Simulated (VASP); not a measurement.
# Li2S (Fm-3m) in VASP: notebook

The runs below take Li2S through single point, with LDA.

Everything below comes from runs of VASP 6.6.1. Logs are shortened: lines on timing, memory, paths and dates and some standing lists are left out, and cuts for length are marked.

### 1 The cell of the first run

It takes space group Fm-3m (No. 225, cubic). Conventional cell: a = 5.746 Å, b = 5.746 Å, c = 5.746 Å, α = 90.00°, β = 90.00°, γ = 90.00°. Within 3.3 Å of Li (site symmetry -43m) lie 4 S at 2.49 Å and 6 Li at 2.87 Å. Within 3.3 Å of S (site symmetry m-3m) lie 8 Li at 2.49 Å.

### 2 Single point, LDA (volume scaled by 1.02)

The input, INCAR:

```
SYSTEM = Li2S
ALGO = Normal ; EDIFF = 1E-6
ENCUT = 750 ; GGA = CA
GGA_COMPAT = .FALSE. ; ISIF = 2
ISMEAR = -1 ; LASPH = .TRUE.
LCHARG = .FALSE. ; LREAL = .FALSE.
LWAVE = .FALSE. ; NBANDS = 13
NELM = 120 ; PREC = Accurate
SIGMA = 0.02
```

The input, KPOINTS:

```
k-points
0
G
  7 7 7
  0 0 0
```

The input, POSCAR:

```
Li2S
1.0
    0.0000000000      2.8729012131      2.8729012131
    2.8729012131      0.0000000000      2.8729012131
    2.8729012131      2.8729012131      0.0000000000
Li S
2 1
Direct
    0.2500000000      0.2500000000      0.2500000000
    0.7500000000      0.7500000000      0.7500000000
    0.0000000000      0.0000000000      0.0000000000
```

Potentials or basis: VASP PAW LDA potentials, release 64 (Li_sv, S).

Launch:

```console
> cat potpaw_LDA.64/Li_sv/POTCAR potpaw_LDA.64/S/POTCAR > POTCAR
> mpirun -np 1 vasp_std > vasp.out
```

OUTCAR:

```text
SYSTEM = Li2S
   EDIFF = 1E-6
   ENCUT = 750
   GGA = CA
   ISIF = 2
   ISMEAR = -1
   LASPH = .TRUE.
   LREAL = .FALSE.
   NELM = 120
   PREC = Accurate

 ion  position               nearest neighbor table
   1  0.250  0.250  0.250-   3 2.49   3 2.49   3 2.49   3 2.49
   2  0.750  0.750  0.750-   3 2.49   3 2.49   3 2.49   3 2.49
   3  0.000  0.000  0.000-   2 2.49   2 2.49   2 2.49   1 2.49   2 2.49   1 2.49   1 2.49   1 2.49

  LATTYP: Found a face centered cubic cell.
 ALAT       =     5.7458024262

  Lattice vectors:

 A1 = (   0.0000000000,   2.8729012131,   2.8729012131)
 A2 = (   2.8729012131,   0.0000000000,   2.8729012131)
 A3 = (   2.8729012131,   2.8729012131,   0.0000000000)

Analysis of symmetry for initial positions (statically):
=====================================================================
 Subroutine PRICEL returns:
 Original cell was already a primitive cell.

 Routine SETGRP: Setting up the symmetry group for a
 face centered cubic supercell.

 Subroutine GETGRP returns: Found 48 space group operations
 (whereof 48 operations were pure point group operations)
 out of a pool of 48 trial point group operations.

The static configuration has the point symmetry O_h .

Analysis of symmetry for dynamics (positions and initial velocities):
=====================================================================
 Subroutine PRICEL returns:
 Original cell was already a primitive cell.

 Routine SETGRP: Setting up the symmetry group for a
 face centered cubic supercell.

 Subroutine GETGRP returns: Found 48 space group operations
 (whereof 48 operations were pure point group operations)
 out of a pool of 48 trial point group operations.

The dynamic configuration has the point symmetry O_h .

 Subroutine INISYM returns: Found 48 space group operations
 (whereof 48 operations are pure point group operations),
 and found     1 'primitive' translations

----------------------------------------------------------------------------------------

                                     Primitive cell

  volume of cell :      47.4233

  direct lattice vectors                    reciprocal lattice vectors
     0.000000000  2.872901213  2.872901213    -0.174040095  0.174040095  0.174040095
     2.872901213  0.000000000  2.872901213     0.174040095 -0.174040095  0.174040095
     2.872901213  2.872901213  0.000000000     0.174040095  0.174040095 -0.174040095

  length of vectors
     4.062895859  4.062895859  4.062895859     0.301446287  0.301446287  0.301446287

[... 87 lines left out ...]
   PSTRESS=    0.0 pullay stress
   NELECT =      12.0000    total number of electrons
   NUPDOWN=      -1.0000    fix difference up-down
   EMIN   =  10.00;   EMAX   =-10.00  energy-range for DOS
   EFERMI =   0.00;   METHOD = LEGACY
   ISMEAR =    -1;   SIGMA  =   0.02  broadening in eV -4-tet -1-fermi 0-gaus
   EFERMI_NEDOS =   21; number of points for ismear=-14 and -15
   IALGO  =     38    algorithm
   IMIX   =      4    mixing-type and parameters
     AMIX     =   0.40;   BMIX     =  1.00
     AMIX_MAG =   1.60;   BMIX_MAG =  1.00
  volume/ion in A,a.u.               =      15.81       106.68
  Fermi-wavevector in a.u.,A,eV,Ry     =   1.035471  1.956756 14.588166  1.072200
  Thomas-Fermi vector in A             =   2.169816
   LORBIT       =      0    0 simple, 1 ext, 2 COOP (PROOUT), +10 PAW based schemes
   GGA     = CA    functional components
   LHFCALC =     F    Hartree Fock is set to
   AEXX    =    0.0000 exact exchange contribution
   IVDW    =     0    specifies the selected vdW correction
   LEPSILON=     F    determine dielectric tensor
   LRPA    =     F    only Hartree local field effects (RPA)
 non-spin polarized calculation
  energy-cutoff  :      750.00
  volume of cell :       47.42
 maximum number of plane-waves:      2229
   NGX = 19   NGY = 19   NGZ = 19

 number of electron      12.0000003 magnetization

 Free energy of the ion-electron system (eV)
  ---------------------------------------------------
  ext. energy  EPLUGINS =         0.00000000
  ---------------------------------------------------
  free energy    TOTEN  =       -12.96146044 eV

  energy without entropy =      -12.96146044  energy(sigma->0) =      -12.96146044

 E-fermi :   1.7659     XC(G=0):  -8.7278

 val. band max:        1.2285204370   @ k =   0.0000   0.0000   0.0000
 cond. band min:       4.5573469647   @ k =   0.4286   0.4286   0.0000
 fundamental gap:      3.3288265277
 Fermi energy:         1.7658585308

 k-point     1 :       0.0000    0.0000    0.0000
  band No.  band energies     occupation
      1     -42.0140      2.00000
      2     -41.9702      2.00000
      3      -9.6816      2.00000
      4       1.2285      2.00000
      5       1.2285      2.00000
      6       1.2285      2.00000
      7       5.1660      0.00000
      8       7.2348      0.00000
      9       7.2348      0.00000
     10       7.2348      0.00000
     11      12.2833      0.00000
     12      12.2833      0.00000
     13      13.2358      0.00000
[... 290 lines left out ...]
  band No.  band energies     occupation
      1     -41.9919      2.00000
      2     -41.9901      2.00000
      3      -9.1435      2.00000
      4      -0.8370      2.00000
      5      -0.6209      2.00000
      6      -0.1158      2.00000
      7       6.3146      0.00000
      8       8.3917      0.00000
      9       9.7942      0.00000
     10      10.3101      0.00000
     11      11.8118      0.00000
     12      12.0486      0.00000
     13      14.4392      0.00000

------------------------ aborting loop because EDIFF is reached ----------------------------------------

  FORCE on cell =-STRESS in cart. coord.  units (eV):
  Direction    XX          YY          ZZ          XY          YZ          ZX
  --------------------------------------------------------------------------------------
  -------------------------------------------------------------------------------------
  Total       -1.0996872     -1.0996872     -1.0996872     -0.0000000     -0.0000000      0.0000000
  in kB      -37.1524705    -37.1524705    -37.1524705     -0.0000000     -0.0000000      0.0000000
  external PRESSURE =     -37.1524705 kB  Pullay stress =       0.0000000 kB

 VOLUME and BASIS-vectors are now :
 -----------------------------------------------------------------------------
  energy-cutoff  :      750.00
  volume of cell :       47.42
      direct lattice vectors                 reciprocal lattice vectors
     0.000000000  2.872901213  2.872901213    -0.174040095  0.174040095  0.174040095
     2.872901213  0.000000000  2.872901213     0.174040095 -0.174040095  0.174040095
     2.872901213  2.872901213  0.000000000     0.174040095  0.174040095 -0.174040095

 POSITION                                       TOTAL-FORCE (eV/Angst)
 -----------------------------------------------------------------------------------
      1.43645      1.43645      1.43645        -0.000000     -0.000000     -0.000000
      4.30935      4.30935      4.30935         0.000000      0.000000      0.000000
      0.00000      0.00000      0.00000         0.000000      0.000000     -0.000000
 -----------------------------------------------------------------------------------
    total drift:                                0.000000      0.000000      0.000000

  FREE ENERGIE OF THE ION-ELECTRON SYSTEM (eV)
  ---------------------------------------------------
  free  energy   TOTEN  =       -12.9614604398 eV

  energy  without entropy=      -12.9614604398  energy(sigma->0) =      -12.96146044
```

It took 7.5 s on 1 thread of Intel Xeon 6975P-C (Granite Rapids), shared host; peak memory 0.17 GiB.

What came out:

```yaml
Free_energy: -12.9615 eV
Pressure: -3.7 GPa
Band_gap_on_the_k_mesh: 3.33 eV, indirect (least direct gap 3.94 eV)
```

 A k mesh can miss the band edges.

### 3 Single point, LDA (volume scaled by 1.06)

The input, INCAR:

```
  PREC = Accurate
  ENCUT = 750
  EDIFF = 1E-6
  ISMEAR = -1
  SIGMA = 0.02
  LREAL = F
  LASPH = T
  NELM = 120
  ALGO = Normal
  ISIF = 2
  LWAVE = F
  LCHARG = T
  GGA = CA
  LELF = T
  LVHAR = T
  NBANDS = 13
  GGA_COMPAT = F
```

The input, KPOINTS:

```
regular mesh
0
Gamma
  7 7 7
```

The input, POSCAR:

```
Li2S
1.0
    0.0000000000      2.9099749952      2.9099749952
    2.9099749952      0.0000000000      2.9099749952
    2.9099749952      2.9099749952      0.0000000000
Li S
2 1
Direct
    0.2500000000      0.2500000000      0.2500000000
    0.7500000000      0.7500000000      0.7500000000
    0.0000000000      0.0000000000      0.0000000000
```

Potentials or basis: VASP PAW LDA potentials, release 64 (Li_sv, S).

Launch:

```console
> cat potpaw_LDA.64/Li_sv/POTCAR potpaw_LDA.64/S/POTCAR > POTCAR
> mpirun -np 1 vasp_std > vasp.out
```

Run time: 12 s. Hardware: 1 thread of Intel Xeon 6975P-C (Granite Rapids), shared host; peak memory 0.18 GiB.

Results (log left out):

- Free energy: -12.9127 eV
- Pressure: -4.8 GPa
- Band gap on the k mesh: 3.34 eV, indirect (least direct gap 3.75 eV)

Levels at points of the mesh, in eV from the valence-band top:
```csv
k point,band 3,band 4,band 5,band 6,band 7,band 8,band 9,band 10
"(0.00, 0.00, 0.00)",-10.81,0.00,0.00,0.00,3.75,5.99,5.99,5.99
```
